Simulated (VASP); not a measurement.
Here is a VASP 6.6.1 calculation.

File INCAR:

```
PREC = Accurate
ENCUT = 520
EDIFF = 1E-6
ISMEAR = -1
SIGMA = 0.1
LREAL = False
LASPH = True
NELM = 100
ALGO = Normal
ISIF = 2
LWAVE = False
LCHARG = False
GGA = CA
NBANDS = 13
```

The input KPOINTS:

```
Automatic mesh
0
Gamma
  4 4 4
```

File POSCAR:

```
Pb
1.0
    0.0000000000      2.4375492138      2.4375492138
    2.4375492138      0.0000000000      2.4375492138
    2.4375492138      2.4375492138      0.0000000000
Pb
1
Direct
    0.0000000000      0.0000000000      0.0000000000
```

Potentials or basis: VASP PAW LDA potentials, release 64 (Pb_d).

The run is started by

```sh
$ cat potpaw_LDA.64/Pb_d/POTCAR > POTCAR
$ mpirun -np 1 vasp_std > vasp.out
```

Question: What does it give for the band gap on the k mesh?

Answer: Zero (band 7 reaches 15.24 eV, above the bottom of band 8 at 6.06 eV).

Question: Estimate the pressure.

Answer: -0.1 GPa.

Caveat: the k points lie up to 0.56 Å⁻¹ apart; spin-orbit coupling is left out, which moves the levels of the heavy elements.
